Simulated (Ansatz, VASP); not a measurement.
**One calculation of MgO, two programs**

```
Mg O
1.0
     2.93802    0.00000    0.00000
    -1.46901    2.54440    0.00000
     0.00000    0.00000    2.67968
Mg O
1 1
Direct
  0.00000 0.00000 0.00000
  0.33333 0.66667 0.50000
```

Alike in both runs: task single point; functional PBE; k mesh 10 × 10 × 10; occupations fermi-dirac, width 0.05 eV; no spin polarisation.

```csv
,VASP,Ansatz
version,VASP 6.6.1,Ansatz 0.2.0
potentials or method,"VASP PAW PBE potentials, release 64 (Mg, O), cutoff 520 eV","all-electron LAPW, scalar-relativistic"
```

|  | VASP | Ansatz | Ansatz less VASP |
| --- | --- | --- | --- |
| gap on the k mesh at the Fermi level (eV) | 3.01 | 3.02 | +0.013 |
| least direct gap on the mesh (eV) | 3.40 | 3.41 | +0.010 |
| pressure (GPa) | -0.7 | 0.0 | +0.70 |
| traceless stress, the component that is largest in VASP (GPa) | -0.05 | 0.05 | +0.101 |

Ansatz ran all-electron here, and VASP with PAW potentials.
